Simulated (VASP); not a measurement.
# Te2Mo (P2_1/m) in VASP: single point with LDA

Aim: the single point of Te2Mo with LDA.

All numbers are computed with VASP 6.6.1; they aren't measurements. Logs are shortened: lines on timing, memory, paths and dates and some standing lists are left out, and cuts for length are marked.

### 1 The cell of the first run

It takes space group P2_1/m (No. 11, monoclinic). The conventional cell has a = 6.330 Å, b = 3.469 Å, c = 13.860 Å, α = 90.00°, β = 93.92°, γ = 90.00°. Within 3.7 Å of Te (site symmetry m) lie 3 Mo at 2.70 to 2.71 Å and 6 Te at 3.47 to 3.70 Å. Te (site symmetry m) has 3 Mo at 2.79 to 2.82 Å and 8 Te at 3.47 to 3.67 Å within 3.7 Å. Within 3.7 Å of Te (site symmetry m) lie 3 Mo at 2.70 Å and 6 Te at 3.47 to 3.67 Å. Te (site symmetry m) has 3 Mo at 2.79 to 2.81 Å and 8 Te at 3.47 to 3.70 Å within 3.7 Å. Mo (site symmetry m) has 6 Te at 2.70 to 2.81 Å and 4 Mo at 2.90 to 3.47 Å within 3.6 Å. Mo (site symmetry m) has 6 Te at 2.70 to 2.82 Å and 4 Mo at 2.89 to 3.47 Å within 3.6 Å.

### 2 Single point, LDA

Contents of INCAR:

```
SYSTEM = Te2Mo
PREC = Accurate
ENCUT = 520
EDIFF = 1E-6
ISMEAR = -1
SIGMA = 0.15
LREAL = .FALSE.
LASPH = .TRUE.
NELM = 60
ALGO = Normal
ISIF = 2
LWAVE = .FALSE.
LCHARG = .TRUE.
LELF = .TRUE.
LVHAR = .TRUE.
NBANDS = 64
```

Contents of KPOINTS:

```
Automatic mesh
0
G
  4 7 2
  0 0 0
```

Contents of POSCAR:

```
Te2Mo
1.0
    6.3300000000      0.0000000000      0.0000000000
    0.0000000000      3.4690000000      0.0000000000
   -0.9467950000      0.0000000000     13.8276240000
Te Mo
8 4
Direct
    0.5568000000      0.7500000000      0.3516000000
    0.4432000000      0.2500000000      0.6484000000
    0.5888000000      0.2500000000      0.1045000000
    0.4112000000      0.7500000000      0.8955000000
    0.0970000000      0.7500000000      0.1486000000
    0.9030000000      0.2500000000      0.8514000000
    0.0563000000      0.2500000000      0.3955000000
    0.9437000000      0.7500000000      0.6045000000
    0.3181000000      0.7500000000      0.5066000000
    0.6819000000      0.2500000000      0.4934000000
    0.1833000000      0.2500000000      0.0074000000
    0.8167000000      0.7500000000      0.9926000000
```

Potentials or basis: VASP PAW LDA potentials, release 64 (Te, Mo_sv).

On the command line:

```bash
> cat potpaw_LDA.64/Te/POTCAR potpaw_LDA.64/Mo_sv/POTCAR > POTCAR
> mpirun -np 1 vasp_std > vasp.out
```

OUTCAR:

```text
SYSTEM = Te2Mo
   PREC = Accurate
   ENCUT = 520
   EDIFF = 1E-6
   ISMEAR = -1
   LREAL = .FALSE.
   LASPH = .TRUE.
   NELM = 60
   ISIF = 2

 ion  position               nearest neighbor table
   1  0.557  0.750  0.352-  10 2.70  10 2.70   9 2.71   7 3.62   7 3.62
   2  0.443  0.250  0.648-   9 2.70   9 2.70  10 2.71   8 3.62   8 3.62
   3  0.589  0.250  0.105-  12 2.79  12 2.79  11 2.82   4 3.50   4 3.50   5 3.65   5 3.65   5 3.67
                             5 3.67
   4  0.411  0.750  0.895-  11 2.79  11 2.79  12 2.82   3 3.50   3 3.50   6 3.65   6 3.65   6 3.67
                             6 3.67
   5  0.097  0.750  0.149-  11 2.70  11 2.70  12 2.70   3 3.65   3 3.65   3 3.67   3 3.67
   6  0.903  0.250  0.851-  12 2.70  12 2.70  11 2.70   4 3.65   4 3.65   4 3.67   4 3.67
   7  0.056  0.250  0.395-   9 2.79   9 2.79  10 2.81   8 3.49   8 3.49   1 3.62   1 3.62
   8  0.944  0.750  0.605-  10 2.79  10 2.79   9 2.81   7 3.49   7 3.49   2 3.62   2 3.62
   9  0.318  0.750  0.507-   2 2.70   2 2.70   1 2.71   7 2.79   7 2.79   8 2.81  10 2.90  10 2.90

  10  0.682  0.250  0.493-   1 2.70   1 2.70   2 2.71   8 2.79   8 2.79   7 2.81   9 2.90   9 2.90

  11  0.183  0.250  0.007-   5 2.70   5 2.70   6 2.70   4 2.79   4 2.79   3 2.82  12 2.89  12 2.89

  12  0.817  0.750  0.993-   6 2.70   6 2.70   5 2.70   3 2.79   3 2.79   4 2.82  11 2.89  11 2.89

  LATTYP: Found a simple monoclinic cell.
 ALAT       =     6.3300000000
 B/A-ratio  =     0.5480252765
 C/A-ratio  =     2.1895734954
 COS(beta)  =    -0.0683113264

  Lattice vectors:

 A1 = (   6.3300000000,   0.0000000000,   0.0000000000)
 A2 = (   0.0000000000,   3.4690000000,   0.0000000000)
 A3 = (  -0.9467950000,   0.0000000000,  13.8276240000)

Analysis of symmetry for initial positions (statically):
=====================================================================
 Subroutine PRICEL returns:
 Original cell was already a primitive cell.

 Routine SETGRP: Setting up the symmetry group for a
 simple monoclinic supercell.

 Subroutine GETGRP returns: Found  4 space group operations
 (whereof  2 operations were pure point group operations)
 out of a pool of  4 trial point group operations.

The static configuration has the point symmetry S_2 .
 The point group associated with its full space group is C_2h.

Analysis of symmetry for dynamics (positions and initial velocities):
=====================================================================
 Subroutine PRICEL returns:
 Original cell was already a primitive cell.

 Routine SETGRP: Setting up the symmetry group for a
 simple monoclinic supercell.

 Subroutine GETGRP returns: Found  4 space group operations
 (whereof  2 operations were pure point group operations)
 out of a pool of  4 trial point group operations.

The dynamic configuration has the point symmetry S_2 .
 The point group associated with its full space group is C_2h.

 Subroutine INISYM returns: Found  4 space group operations
 (whereof  2 operations are pure point group operations),
 and found     1 'primitive' translations

----------------------------------------------------------------------------------------

                                     Primitive cell

  volume of cell :     303.6376

  direct lattice vectors                    reciprocal lattice vectors
     6.330000000  0.000000000  0.000000000     0.157977883  0.000000000  0.010816947
     0.000000000  3.469000000  0.000000000     0.000000000  0.288267512  0.000000000
    -0.946795000  0.000000000 13.827624000     0.000000000  0.000000000  0.072319004

  length of vectors
     6.330000000  3.469000000 13.860000226     0.158347775  0.288267512  0.072319004

  position of ions in fractional coordinates (direct lattice)
     0.556800000  0.750000000  0.351600000
     0.443200000  0.250000000  0.648400000
     0.588800000  0.250000000  0.104500000
     0.411200000  0.750000000  0.895500000
     0.097000000  0.750000000  0.148600000
     0.903000000  0.250000000  0.851400000
     0.056300000  0.250000000  0.395500000
     0.943700000  0.750000000  0.604500000
     0.318100000  0.750000000  0.506600000
     0.681900000  0.250000000  0.493400000
     0.183300000  0.250000000  0.007400000
     0.816700000  0.750000000  0.992600000

  ion indices of the primitive-cell ions
   primitive index   ion index
                 1           1
                 2           2
                 3           3
                 4           4
                 5           5
                 6           6
                 7           7
                 8           8
                 9           9
                10          10
                11          11
                12          12

----------------------------------------------------------------------------------------

 KPOINTS: Automatic mesh

Automatic generation of k-mesh.
 Grid dimensions read from file:
 generate k-points for:    4    7    2

 Generating k-lattice:

  Cartesian coordinates                     Fractional coordinates (reciprocal lattice)
     0.039494471  0.000000000  0.002704237     0.250000000  0.000000000  0.000000000
     0.000000000  0.041181073  0.000000000     0.000000000  0.142857143  0.000000000
     0.000000000  0.000000000  0.036159502     0.000000000  0.000000000  0.500000000

  Length of vectors
     0.039586944  0.041181073  0.036159502

  Shift w.r.t. Gamma in fractional coordinates (k-lattice)
     0.000000000  0.000000000  0.000000000

 Subroutine IBZKPT returns following result:
 ===========================================

 Found     24 irreducible k-points:

 Following reciprocal coordinates:
            Coordinates               Weight
  0.000000  0.000000  0.000000      1.000000
  0.250000  0.000000  0.000000      2.000000
  0.500000  0.000000  0.000000      1.000000
  0.000000  0.142857  0.000000      2.000000
  0.250000  0.142857  0.000000      4.000000
  0.500000  0.142857  0.000000      2.000000
[... 16 lines left out ...]
  0.250000  0.428571  0.500000      4.000000
  0.500000  0.428571  0.500000      2.000000
   k-points           NKPTS =     24   k-points in BZ     NKDIM =     24   number of bands    NBANDS=     64
   number of dos      NEDOS =    301   number of ions     NIONS =     12
   total plane-waves  NPLWV = 145152
   dimension x,y,z NGX =    48 NGY =   28 NGZ =  108
   dimension x,y,z NGXF=    96 NGYF=   56 NGZF=  216
   ions per type =               8   4
   NGX,Y,Z   is equivalent  to a cutoff of  12.61, 13.42, 12.95 a.u.
   NGXF,Y,Z  is equivalent  to a cutoff of  25.21, 26.84, 25.91 a.u.
 SYSTEM =  Te2Mo
   PREC   = accura    normal or accurate (medium, high low for compatibility)
   ISTART =      0    job   : 0-new  1-cont  2-samecut
   ICHARG =      2    charge: 1-file 2-atom 10-const
   ISPIN  =      1    spin polarized calculation?
   LNONCOLLINEAR =      F non collinear calculations
   LSORBIT =      F    spin-orbit coupling
   LASPH  =      T    aspherical Exc in radial PAW
   ENCUT  =  520.0 eV  38.22 Ry    6.18 a.u.  11.77  6.45 25.77*2*pi/ulx,y,z
   NELM   =     60;   NELMIN=  2; NELMDL= -5     # of ELM steps
   EDIFF  = 0.1E-05   stopping-criterion for ELM
   LREAL  =      F    real-space projection
   EDIFFG = 0.1E-04   stopping-criterion for IOM
   NSW    =      0    number of steps for IOM
   IBRION =     -1    ionic relax: 0-MD 1-quasi-New 2-CG
   NFREE  =      0    steps in history (QN), initial steepest desc. (CG)
   ISIF   =      2    stress and relaxation
   ISYM   =      2    0-nonsym 1-usesym 2-fastsym
   POTIM  = 0.5000    time-step for ionic-motion
   TEBEG  =    0.0;   TEEND  =   0.0 temperature during run
   PSTRESS=    0.0 pullay stress
   NELECT =     104.0000    total number of electrons
   NUPDOWN=      -1.0000    fix difference up-down
   EMIN   =  10.00;   EMAX   =-10.00  energy-range for DOS
   EFERMI =   0.00;   METHOD = LEGACY
   ISMEAR =    -1;   SIGMA  =   0.15  broadening in eV -4-tet -1-fermi 0-gaus
   EFERMI_NEDOS =   21; number of points for ismear=-14 and -15
   IALGO  =     38    algorithm
   IMIX   =      4    mixing-type and parameters
     AMIX     =   0.40;   BMIX     =  1.00
     AMIX_MAG =   1.60;   BMIX_MAG =  1.00
  volume/ion in A,a.u.               =      25.30       170.75
  Fermi-wavevector in a.u.,A,eV,Ry     =   1.145427  2.164543 17.850885  1.312003
  Thomas-Fermi vector in A             =   2.282115
   LORBIT       =      0    0 simple, 1 ext, 2 COOP (PROOUT), +10 PAW based schemes
   GGA     = CA    functional components
   LHFCALC =     F    Hartree Fock is set to
   AEXX    =    0.0000 exact exchange contribution
   IVDW    =     0    specifies the selected vdW correction
   LEPSILON=     F    determine dielectric tensor
   LRPA    =     F    only Hartree local field effects (RPA)
 non-spin polarized calculation
  energy-cutoff  :      520.00
  volume of cell :      303.64
 maximum number of plane-waves:      8239
 NGX is ok and might be reduce to    48
   NGX = 23   NGY = 13   NGZ = 51

 number of electron     103.9999999 magnetization

 Free energy of the ion-electron system (eV)
  ---------------------------------------------------
  ext. energy  EPLUGINS =         0.00000000
  ---------------------------------------------------
  free energy    TOTEN  =       -82.35721082 eV

  energy without entropy =      -82.01962644  energy(sigma->0) =      -82.18841863

 E-fermi :   8.0699     XC(G=0): -10.5776

 val. band max:        8.0683591873   @ k =   0.0000   0.0000   0.5000
 cond. band min:       8.0729403702   @ k =   0.2500   0.1429   0.0000
 fundamental gap:      0.0045811830
 Fermi energy:         8.0699150419

 k-point     1 :       0.0000    0.0000    0.0000
  band No.  band energies     occupation
      1     -52.6219      2.00000
      2     -52.6136      2.00000
      3     -52.5635      2.00000
      4     -52.5537      2.00000
      5     -27.0633      2.00000
      6     -27.0582      2.00000
[... 56 lines left out ...]
     63      11.0529      0.00000
     64      11.0652      0.00000

 k-point     2 :       0.2500    0.0000    0.0000
  band No.  band energies     occupation
      1     -52.6218      2.00000
      2     -52.6134      2.00000
      3     -52.5636      2.00000
      4     -52.5538      2.00000
      5     -27.0588      2.00000
      6     -27.0538      2.00000
[... 56 lines left out ...]
     63      11.0540      0.00000
     64      11.2753      0.00000

 k-point     3 :       0.5000    0.0000    0.0000
  band No.  band energies     occupation
      1     -52.6216      2.00000
      2     -52.6133      2.00000
      3     -52.5638      2.00000
      4     -52.5540      2.00000
      5     -27.0542      2.00000
      6     -27.0493      2.00000
[... 1396 lines left out ...]
     63      10.3911      0.00000
     64      10.4638      0.00000

 k-point    24 :       0.5000    0.4286    0.5000
  band No.  band energies     occupation
      1     -52.5933      2.00000
      2     -52.5844      2.00000
      3     -52.5804      2.00000
      4     -52.5712      2.00000
      5     -27.1055      2.00000
      6     -27.1022      2.00000
[... 56 lines left out ...]
     63      10.5240      0.00000
     64      10.6357      0.00000

------------------------ aborting loop because EDIFF is reached ----------------------------------------

  FORCE on cell =-STRESS in cart. coord.  units (eV):
  Direction    XX          YY          ZZ          XY          YZ          ZX
  --------------------------------------------------------------------------------------
  -------------------------------------------------------------------------------------
  Total       -4.8894157     -5.8682514     -6.6565418      0.0000000      0.0000000      0.1547030
  in kB      -25.7995409    -30.9644752    -35.1239761      0.0000000      0.0000000      0.8163073
  external PRESSURE =     -30.6293307 kB  Pullay stress =       0.0000000 kB

 VOLUME and BASIS-vectors are now :
 -----------------------------------------------------------------------------
  energy-cutoff  :      520.00
  volume of cell :      303.64
      direct lattice vectors                 reciprocal lattice vectors
     6.330000000  0.000000000  0.000000000     0.157977883  0.000000000  0.010816947
     0.000000000  3.469000000  0.000000000     0.000000000  0.288267512  0.000000000
    -0.946795000  0.000000000 13.827624000     0.000000000  0.000000000  0.072319004

 POSITION                                       TOTAL-FORCE (eV/Angst)
 -----------------------------------------------------------------------------------
      3.19165      2.60175      4.86179        -0.028594     -0.000000      0.357113
      2.19155      0.86725      8.96583         0.028594      0.000000     -0.357113
      3.62816      0.86725      1.44499        -0.032891      0.000000     -0.297252
      1.75504      2.60175     12.38264         0.032891      0.000000      0.297252
      0.47332      2.60175      2.05478        -0.005819     -0.000000     -0.313727
      4.90989      0.86725     11.77284         0.005819      0.000000      0.313727
     -0.01808      0.86725      5.46883        -0.013297      0.000000      0.258696
      5.40128      2.60175      8.35880         0.013297      0.000000     -0.258696
      1.53393      2.60175      7.00507         0.216355      0.000000     -0.072346
      3.84928      0.86725      6.82255        -0.216355      0.000000      0.072346
      1.15328      0.86725      0.10232        -0.131890      0.000000     -0.053351
      4.22992      2.60175     13.72530         0.131890      0.000000      0.053351
 -----------------------------------------------------------------------------------
    total drift:                               -0.000000      0.000000     -0.000000

  FREE ENERGIE OF THE ION-ELECTRON SYSTEM (eV)
  ---------------------------------------------------
  free  energy   TOTEN  =       -82.3572108166 eV

  energy  without entropy=      -82.0196264370  energy(sigma->0) =      -82.18841863
```

It took 12 min on 1 thread of Intel Xeon Platinum 8175M at 2.50GHz (Skylake/Cascade Lake), shared host; peak memory 0.51 GiB.

What came out:

```yaml
Free_energy: -82.3572 eV
Pressure: -3.1 GPa
Largest_force: 0.358 eV/Å
Band_gap_on_the_k_mesh: zero (bands 52 and 53 overlap by 0.19 eV)
```

Forces in eV/Å, atoms in the order of the input:
```
Te  -0.029  0.000  0.357
Te   0.029  0.000 -0.357
Te  -0.033  0.000 -0.297
Te   0.033  0.000  0.297
Te  -0.006  0.000 -0.314
Te   0.006  0.000  0.314
Te  -0.013  0.000  0.259
Te   0.013  0.000 -0.259
Mo   0.216  0.000 -0.072
Mo  -0.216  0.000  0.072
Mo  -0.132  0.000 -0.053
Mo   0.132  0.000  0.053
```

Caveat: the cell stands under tension; spin-orbit coupling is left out, which moves the levels of the heavy elements.
